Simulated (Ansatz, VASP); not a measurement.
**Two plane-wave programs on TiS2**

The input INCAR:

```
PREC = Accurate ; ENCUT = 500
EDIFF = 1E-6 ; ISMEAR = -1
SIGMA = 0.02 ; LREAL = F
LASPH = T ; NELM = 120
ALGO = Normal ; ISIF = 2
LWAVE = F ; LCHARG = F
GGA = PE ; NBANDS = 19
GGA_COMPAT = F
```

Contents of KPOINTS:

```
Automatic mesh
0
Gamma
  12 12 4
```

File POSCAR:

```
TiS2
1.0
    3.4447075514      0.0000000000      0.0000000000
   -1.7223537757      2.9832042481      0.0000000000
    0.0000000000      0.0000000000      5.7961074094
Ti S
1 2
Direct
    0.0000000000      0.0000000000      0.0000000000
    0.3333333333      0.6666666667      0.2404809016
    0.6666666667      0.3333333333      0.7595190984
```

Input for Ansatz:

```yaml
crystal:
  lattice:
    - [3.4447075514, 0.0, 0.0]
    - [-1.7223537757, 2.9832042481, 0.0]
    - [0.0, 0.0, 5.7961074094]
  atoms:
    - { symbol: Ti, position: [0.0, 0.0, 0.0] }
    - { symbol: S, position: [0.3333333333, 0.6666666667, 0.2404809016] }
    - { symbol: S, position: [0.6666666667, 0.3333333333, 0.7595190984] }
kpoints:
  mp_grid: { grid: [12, 12, 4] }
  band_path:
    path:
      - [0.0, 0.0, 0.0]
      - [0.5, 0.0, 0.0]
      - [0.3333333333, 0.3333333333, 0.0]
      - [0.0, 0.0, 0.5]
      - [0.5, 0.0, 0.5]
      - [0.3333333333, 0.3333333333, 0.5]
    npoints: 1
hamiltonian:
  xc: pbe
scf:
  occupations: { method: fermi_dirac, width: 0.02 }
  n_extra_bands: 4
output:
  forces: true
  stress: true
  eigenvalues: true
```

Change from the starting cell: hydrostatic strain +1.0%.

Alike in both runs: task single point; functional PBE; k mesh 12 × 12 × 4; occupations fermi-dirac, width 0.02 eV; no spin polarisation.

|  | VASP | Ansatz |
| --- | --- | --- |
| version | VASP 6.6.1 | Ansatz 0.2.0 |
| potentials or method | VASP PAW PBE potentials, release 64 (Ti_sv, S) | plane waves, PAW |
| plane-wave cutoff (eV) | 500 | 420 |
| valence electrons in the cell | 24 | 24 |

Ansatz gave:

```
pressure (GPa)                                                : 0.2
traceless stress, the component that is largest in VASP (GPa) : 1.70
rms of the force components (eV/Å)                            : 0.040
```

**Question.** Which values does VASP return?

**Answer.** Pressure (GPa): 0.2; traceless stress, the component that is largest in VASP (GPa): 1.79; rms of the force components (eV/Å): 0.043.

Atom by atom the forces differ by 0.003 eV/Å (rms over components).
